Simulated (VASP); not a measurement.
# BeCd3S2 (P-4m2) in VASP: notebook

BeCd3S2 is run at these levels: PBE; tasks: single point, relaxation of cell and atoms.

Program: VASP 6.6.1. These are calculated values, not measurements. Logs are shortened: lines on timing, memory, paths and dates and some standing lists are left out, and cuts for length are marked.

### 1 The cell of the first run

The structure is tetragonal, space group P-4m2 (No. 115). Conventional cell: a = 4.114 Å, b = 4.114 Å, c = 9.442 Å, α = 90.00°, β = 90.00°, γ = 90.00°. Within 3.3 Å of Be (site symmetry -4m2) lie 4 S at 2.46 Å and 4 Cd at 2.91 Å. Cd (site symmetry -4m2) has 8 Cd at 2.91 to 4.11 Å and 4 S at 3.95 Å within 4.2 Å. Cd (site symmetry -4m2) has 8 Cd at 2.91 to 4.11 Å and 4 S at 3.95 Å within 4.2 Å. Within 3.3 Å of Cd (site symmetry -4m2) lie 4 S at 2.46 Å and 4 Be at 2.91 Å. Within 3.3 Å of S (site symmetry 2mm) lie 2 Be at 2.46 Å and 2 Cd at 2.46 Å.

The cell was generated, and may not be a known phase.

### 2 Single point, PBE

The input, INCAR:

```
SYSTEM = BeCd3S2
PREC = Accurate
ENCUT = 520
EDIFF = 1E-7
ISMEAR = 0
SIGMA = 0.1
LREAL = .False.
LASPH = .True.
NELM = 80
ALGO = Normal
ISIF = 2
LWAVE = .False.
LCHARG = .False.
GGA = PE
NBANDS = 34
```

The input, KPOINTS:

```
Automatic mesh
0
Gamma
  10 10 4
  0 0 0
```

The input, POSCAR:

```
BeCd3S2
1.0
    4.1141320074      0.0000000000      0.0000000000
    0.0000000000      4.1141320074      0.0000000000
    0.0000000000      0.0000000000      9.4416418115
Be Cd S
1 3 2
Direct
    0.0000000000      0.0000000000      0.5000000000
    0.5000000000      0.5000000000      0.0000000000
    0.0000000000      0.0000000000      0.0000000000
    0.5000000000      0.5000000000      0.5000000000
    0.0000000000      0.5000000000      0.3565895427
    0.5000000000      0.0000000000      0.6434104573
```

Potentials or basis: VASP PAW PBE potentials, release 64 (Be, Cd, S).

Started as:

```sh
$ cat potpaw_PBE.64/Be/POTCAR potpaw_PBE.64/Cd/POTCAR potpaw_PBE.64/S/POTCAR > POTCAR
$ mpirun -np 1 vasp_std > vasp.out
```

OUTCAR:

```text
SYSTEM = BeCd3S2
   PREC = Accurate
   ENCUT = 520
   EDIFF = 1E-7
   ISMEAR = 0
   LREAL = .False.
   LASPH = .True.
   NELM = 80
   ISIF = 2
   GGA = PE

 ion  position               nearest neighbor table
   1  0.000  0.000  0.500-   5 2.46   6 2.46   5 2.46   6 2.46   4 2.91   4 2.91   4 2.91   4 2.91

   2  0.500  0.500  0.000-   3 2.91   3 2.91   3 2.91   3 2.91
   3  0.000  0.000  0.000-   2 2.91   2 2.91   2 2.91   2 2.91
   4  0.500  0.500  0.500-   5 2.46   6 2.46   6 2.46   5 2.46   1 2.91   1 2.91   1 2.91   1 2.91

   5  0.000  0.500  0.357-   1 2.46   4 2.46   1 2.46   4 2.46
   6  0.500  0.000  0.643-   1 2.46   4 2.46   4 2.46   1 2.46

  LATTYP: Found a simple tetragonal cell.
 ALAT       =     4.1141320074
 C/A-ratio  =     2.2949292328

  Lattice vectors:

 A1 = (   4.1141320074,   0.0000000000,   0.0000000000)
 A2 = (   0.0000000000,   4.1141320074,   0.0000000000)
 A3 = (   0.0000000000,   0.0000000000,   9.4416418115)

Analysis of symmetry for initial positions (statically):
=====================================================================
 Subroutine PRICEL returns:
 Original cell was already a primitive cell.

 Routine SETGRP: Setting up the symmetry group for a
 simple tetragonal supercell.

 Subroutine GETGRP returns: Found  8 space group operations
 (whereof  8 operations were pure point group operations)
 out of a pool of 16 trial point group operations.

The static configuration has the point symmetry D_2d.

Analysis of symmetry for dynamics (positions and initial velocities):
=====================================================================
 Subroutine PRICEL returns:
 Original cell was already a primitive cell.

 Routine SETGRP: Setting up the symmetry group for a
 simple tetragonal supercell.

 Subroutine GETGRP returns: Found  8 space group operations
 (whereof  8 operations were pure point group operations)
 out of a pool of 16 trial point group operations.

The dynamic configuration has the point symmetry D_2d.

 Subroutine INISYM returns: Found  8 space group operations
 (whereof  8 operations are pure point group operations),
 and found     1 'primitive' translations

----------------------------------------------------------------------------------------

                                     Primitive cell

  volume of cell :     159.8100
[... 92 lines left out ...]
   LNONCOLLINEAR =      F non collinear calculations
   LSORBIT =      F    spin-orbit coupling
   LASPH  =      T    aspherical Exc in radial PAW
   ENCUT  =  520.0 eV  38.22 Ry    6.18 a.u.   7.65  7.65 17.56*2*pi/ulx,y,z
   NELM   =     80;   NELMIN=  2; NELMDL= -5     # of ELM steps
   EDIFF  = 0.1E-06   stopping-criterion for ELM
   LREAL  =      F    real-space projection
   EDIFFG = 0.1E-05   stopping-criterion for IOM
   NSW    =      0    number of steps for IOM
   IBRION =     -1    ionic relax: 0-MD 1-quasi-New 2-CG
   NFREE  =      0    steps in history (QN), initial steepest desc. (CG)
   ISIF   =      2    stress and relaxation
   ISYM   =      2    0-nonsym 1-usesym 2-fastsym
   POTIM  = 0.5000    time-step for ionic-motion
   TEBEG  =    0.0;   TEEND  =   0.0 temperature during run
   PSTRESS=    0.0 pullay stress
   NELECT =      50.0000    total number of electrons
   NUPDOWN=      -1.0000    fix difference up-down
   EMIN   =  10.00;   EMAX   =-10.00  energy-range for DOS
   EFERMI =   0.00;   METHOD = LEGACY
   ISMEAR =     0;   SIGMA  =   0.10  broadening in eV -4-tet -1-fermi 0-gaus
   EFERMI_NEDOS =   21; number of points for ismear=-14 and -15
   IALGO  =     38    algorithm
   IMIX   =      4    mixing-type and parameters
     AMIX     =   0.40;   BMIX     =  1.00
     AMIX_MAG =   1.60;   BMIX_MAG =  1.00
  volume/ion in A,a.u.               =      26.64       179.74
  Fermi-wavevector in a.u.,A,eV,Ry     =   1.111382  2.100208 16.805519  1.235171
  Thomas-Fermi vector in A             =   2.247945
   LORBIT       =      0    0 simple, 1 ext, 2 COOP (PROOUT), +10 PAW based schemes
   GGA     = PE    functional components
   LHFCALC =     F    Hartree Fock is set to
   AEXX    =    0.0000 exact exchange contribution
   IVDW    =     0    specifies the selected vdW correction
   LEPSILON=     F    determine dielectric tensor
   LRPA    =     F    only Hartree local field effects (RPA)
 non-spin polarized calculation
 Gauss-broadening in eV      SIGMA  =   0.10
  energy-cutoff  :      520.00
  volume of cell :      159.81
 maximum number of plane-waves:      4328
 NGX is ok and might be reduce to    32
   NGX = 15   NGY = 15   NGZ = 35

 number of electron      49.9999972 magnetization

 Free energy of the ion-electron system (eV)
  ---------------------------------------------------
  ext. energy  EPLUGINS =         0.00000000
  ---------------------------------------------------
  free energy    TOTEN  =       -14.72312627 eV

  energy without entropy =      -14.71274260  energy(sigma->0) =      -14.71793443

 E-fermi :   2.5539     XC(G=0):  -8.5665

 val. band max:        2.5509474824   @ k =   0.5000   0.4000   0.0000
 cond. band min:       2.5568707949   @ k =   0.2000   0.0000   0.2500
 fundamental gap:      0.0059233126
 Fermi energy:         2.5539473144

 k-point     1 :       0.0000    0.0000    0.0000
  band No.  band energies     occupation
      1     -12.4693      2.00000
      2     -11.8395      2.00000
      3      -7.8757      2.00000
      4      -7.8757      2.00000
      5      -7.6751      2.00000
      6      -7.5518      2.00000
[... 877 lines left out ...]
     33       6.0946      0.00000
     34       7.8432      0.00000

 [... further k-points ...]
[... 5 lines left out ...]
  --------------------------------------------------------------------------------------
  -------------------------------------------------------------------------------------
  Total        0.1759881      0.1759881      0.1342391      0.0000000      0.0000000     -0.0000000
  in kB        1.7643707      1.7643707      1.3458155      0.0000000      0.0000000     -0.0000000
  external PRESSURE =       1.6248523 kB  Pullay stress =       0.0000000 kB

 VOLUME and BASIS-vectors are now :
 -----------------------------------------------------------------------------
  energy-cutoff  :      520.00
  volume of cell :      159.81
      direct lattice vectors                 reciprocal lattice vectors
     4.114132007  0.000000000  0.000000000     0.243064636  0.000000000  0.000000000
     0.000000000  4.114132007  0.000000000     0.000000000  0.243064636  0.000000000
     0.000000000  0.000000000  9.441641812     0.000000000  0.000000000  0.105913783

 POSITION                                       TOTAL-FORCE (eV/Angst)
 -----------------------------------------------------------------------------------
      0.00000      0.00000      4.72082         0.000000     -0.000000      0.000000
      2.05707      2.05707      0.00000         0.000000      0.000000      0.000000
      0.00000      0.00000      0.00000         0.000000     -0.000000      0.000000
      2.05707      2.05707      4.72082         0.000000     -0.000000      0.000000
      0.00000      2.05707      3.36679         0.000000     -0.000000     -0.042697
      2.05707      0.00000      6.07485        -0.000000     -0.000000      0.042697
 -----------------------------------------------------------------------------------
    total drift:                                0.000000     -0.000000     -0.000000

  FREE ENERGIE OF THE ION-ELECTRON SYSTEM (eV)
  ---------------------------------------------------
  free  energy   TOTEN  =       -14.7231262714 eV

  energy  without entropy=      -14.7127425960  energy(sigma->0) =      -14.71793443
```

Run time: 7.9 min. Hardware: 1 thread of Intel Xeon 8259CL, shared host; peak memory 0.44 GiB.

What came out:

| Quantity | Value |
| --- | --- |
| Free energy | -14.7231 eV |
| Pressure | 0.2 GPa |
| Largest force | 0.043 eV/Å |
| Band gap on the k mesh | zero (bands 25 and 26 overlap by 1.39 eV) |

Forces in eV/Å, atoms in the order of the input:
```
Be   0.000  0.000  0.000
Cd   0.000  0.000  0.000
Cd   0.000  0.000  0.000
Cd   0.000  0.000  0.000
S    0.000  0.000 -0.043
S    0.000  0.000  0.043
```

Levels at points of the mesh, in eV from the Fermi level:
```tsv
k point	band 23	band 24	band 25	band 26	band 27	band 28
(0.00, 0.00, 0.00)	-2.97	-2.97	0.16	0.27	0.75	0.78
(0.50, 0.00, 0.00)	-3.53	-3.18	-2.91	0.29	0.93	2.33
(0.50, 0.50, 0.00)	-4.57	-1.16	-1.16	-1.03	-1.03	1.78
(0.00, 0.00, 0.50)	-2.98	-2.87	-0.92	0.44	0.45	1.98
(0.50, 0.00, 0.50)	-3.57	-3.53	-3.37	0.55	1.50	2.34
(0.50, 0.50, 0.50)	-4.58	-1.07	-1.04	-0.93	-0.93	1.50
```

### 3 Relaxation of cell and atoms, PBE

This run uses another cell than the first one, of 23.99 Å³/atom.

The input, INCAR:

```
SYSTEM = BeCd3S2
ALGO = Normal
EDIFF = 1E-6
EDIFFG = -0.04
ENCUT = 600
GGA = PE
IBRION = 2
ISIF = 3
ISMEAR = 0
LASPH = .TRUE.
LCHARG = .FALSE.
LREAL = .FALSE.
LWAVE = .FALSE.
NELM = 60
NSW = 90
PREC = Accurate
SIGMA = 0.1
```

The input, KPOINTS:

```
k-points
0
G
  4 4 4
  0 0 0
```

The input, POSCAR:

```
BeCd3S2
1.0
    4.6584921000      0.0000000000      0.0000000000
    0.0000000000      4.6584921000      0.0000000000
    0.0000000000      0.0000000000      6.6340395100
Be Cd S
1 3 2
Direct
    0.0000000000      0.0000000000      0.5000000000
    0.5000000000      0.5000000000      0.0000000000
    0.0000000000      0.0000000000      0.0000000000
    0.5000000000      0.5000000000      0.5000000000
    0.0000000000      0.5000000000      0.2679100000
    0.5000000000      0.0000000000      0.7320900000
```

Potentials or basis: VASP PAW PBE potentials, release 64 (Be, Cd, S).

Started as:

```sh
$ cat potpaw_PBE.64/Be/POTCAR potpaw_PBE.64/Cd/POTCAR potpaw_PBE.64/S/POTCAR > POTCAR
$ mpirun -np 1 vasp_std > vasp.out
```

OUTCAR:

```text
SYSTEM = BeCd3S2
   EDIFF = 1E-6
   EDIFFG = -0.04
   ENCUT = 600
   GGA = PE
   IBRION = 2
   ISIF = 3
   ISMEAR = 0
   LASPH = .TRUE.
   LREAL = .FALSE.
   NELM = 60
   NSW = 90
   PREC = Accurate

 ion  position               nearest neighbor table
   1  0.000  0.000  0.500-
   2  0.500  0.500  0.000-   5 2.93   6 2.93   6 2.93   5 2.93   3 3.29   3 3.29   3 3.29   3 3.29
                             4 3.32   4 3.32
   3  0.000  0.000  0.000-   5 2.93   6 2.93   5 2.93   6 2.93   2 3.29   2 3.29   2 3.29   2 3.29

   4  0.500  0.500  0.500-   5 2.79   6 2.79   6 2.79   5 2.79   2 3.32   2 3.32
   5  0.000  0.500  0.268-   4 2.79   4 2.79   2 2.93   3 2.93   2 2.93   3 2.93
   6  0.500  0.000  0.732-   4 2.79   4 2.79   2 2.93   2 2.93   3 2.93   3 2.93

  LATTYP: Found a simple tetragonal cell.
 ALAT       =     4.6584921000
 C/A-ratio  =     1.4240744360

  Lattice vectors:

 A1 = (   4.6584921000,   0.0000000000,   0.0000000000)
[... 897 lines left out ...]
     30       6.7473      0.00000

[... ionic steps 4 to 29 ...]

--------------------------------------- Ionic step       30  -------------------------------------------

 number of electron      49.9999987 magnetization

------------------------ aborting loop because EDIFF is reached ----------------------------------------
[... 75 lines left out ...]
--------------------------------------- Ionic step       32  -------------------------------------------

 number of electron      49.9999962 magnetization

 Free energy of the ion-electron system (eV)
  ---------------------------------------------------
  ext. energy  EPLUGINS =         0.00000000
  ---------------------------------------------------
  free energy    TOTEN  =       -14.58339029 eV

  energy without entropy =      -14.57175077  energy(sigma->0) =      -14.57757053

 E-fermi :   2.4823     XC(G=0):  -8.6709

 val. band max:        2.4681369467   @ k =   0.2500   0.2500   0.2500
 cond. band min:       2.5350149520   @ k =   0.2500   0.2500   0.5000
 fundamental gap:      0.0668780053
 Fermi energy:         2.4822632865

 k-point     1 :       0.0000    0.0000    0.0000
  band No.  band energies     occupation
      1     -12.4006      2.00000
      2     -11.7750      2.00000
      3      -7.8164      2.00000
      4      -7.8164      2.00000
      5      -7.6063      2.00000
      6      -7.4916      2.00000
[... 616 lines left out ...]
  FREE ENERGIE OF THE ION-ELECTRON SYSTEM (eV)
  ---------------------------------------------------
  free  energy   TOTEN  =       -14.5833902937 eV

  energy  without entropy=      -14.5717507694  energy(sigma->0) =      -14.57757053

 reached required accuracy - stopping structural energy minimisation
```

Wall time 49 min (1 thread of Intel Xeon 8259CL, shared host); peak memory 0.35 GiB.

Results:

* Free energy: -14.5834 eV
* Relaxed volume: 26.18 Å³/atom
* Relaxed cell: a = 4.165 Å, b = 4.165 Å, c = 9.058 Å, α = 90.00°, β = 90.00°, γ = 90.00°
* Space group after relaxing (to 0.1 Å): P-4m2 (No. 115)
* Energy gained by relaxing: 353.1 meV/atom
* Ionic steps: 32
* Pressure after relaxing: 0.0 GPa
* Largest force after relaxing: 0.005 eV/Å
* Band gap on the k mesh: zero (bands 25 and 26 overlap by 0.85 eV)

Forces on the atoms (eV/Å):
```
Be   0.000  0.000  0.000
Cd   0.000  0.000  0.000
Cd   0.000  0.000  0.000
Cd   0.000  0.000  0.000
S    0.000  0.000  0.005
S    0.000  0.000 -0.005
```

Step by step:
| step | energy change (eV) | largest force (eV/Å) | pressure (GPa) | volume (Å³) |
| --- | --- | --- | --- | --- |
| 1 | 0.0000 | 1.1940 | -2.45 | 143.97 |
| 2 | -0.2245 | 1.3353 | -0.44 | 136.45 |
| 3 | -0.3708 | 1.3344 | 4.12 | 125.15 |
| 4 | -0.4898 | 1.2295 | 4.59 | 124.55 |
| 5 | -0.7554 | 0.6877 | 6.72 | 122.71 |
| 6 | -0.5620 | 1.3266 | 14.30 | 118.87 |
| 7 | -0.8362 | 0.3121 | 8.34 | 121.67 |
| 8 | -1.1039 | 0.1803 | 6.60 | 125.80 |
| 9 | -1.5875 | 0.3005 | 3.31 | 138.60 |
| 10 | -1.6319 | 0.8401 | 1.35 | 165.99 |
| 11 | -1.6786 | 0.7855 | 1.65 | 158.90 |
| 12 | -1.6936 | 0.7293 | 1.92 | 154.04 |
| 13 | -1.7518 | 0.4562 | 0.74 | 156.46 |
| 14 | -1.7737 | 0.1622 | -0.45 | 159.21 |
| 15 | -1.8055 | 0.1459 | -0.47 | 159.00 |
| 16 | -1.8960 | 0.0603 | -0.72 | 158.25 |
| 17 | -2.0393 | 0.3016 | -1.52 | 156.21 |
| 18 | -1.4830 | 1.7159 | -2.22 | 150.15 |
| 19 | -2.0336 | 0.5119 | -1.88 | 155.76 |
| 20 | -2.0710 | 0.4532 | -1.20 | 153.00 |
| 21 | -2.0839 | 0.4021 | -0.51 | 150.53 |
| 22 | -2.0840 | 0.3971 | -0.42 | 150.25 |
| 23 | -2.0914 | 0.3145 | -0.23 | 150.08 |
| 24 | -2.1005 | 0.0819 | 0.34 | 149.59 |
| 25 | -2.1035 | 0.0778 | 0.25 | 150.33 |
| 26 | -2.1100 | 0.0664 | 0.00 | 152.55 |
| 27 | -2.1127 | 0.0437 | -0.43 | 157.04 |
| 28 | -2.1132 | 0.0485 | -0.32 | 155.76 |
| 29 | -2.1162 | 0.0254 | -0.04 | 155.78 |
| 30 | -2.1167 | 0.0700 | 0.12 | 155.79 |
| 31 | -2.1178 | 0.0464 | 0.06 | 156.21 |
| 32 | -2.1187 | 0.0052 | -0.05 | 157.10 |

Final structure:
```
CELL_PARAMETERS angstrom
4.16468 0.00000 0.00000
0.00000 4.16468 0.00000
0.00000 0.00000 9.05757
ATOMIC_POSITIONS crystal
Be 0.00000 0.00000 0.50000
Cd 0.50000 0.50000 0.00000
Cd 0.00000 0.00000 0.00000
Cd 0.50000 0.50000 0.50000
S 0.00000 0.50000 0.35349
S 0.50000 0.00000 0.64651
```

Caveat: a cell axis changed by over 15 % at a fixed basis, so the end point is rough.

The gap in the log of VASP goes by the Fermi energy; the results here count the filled bands.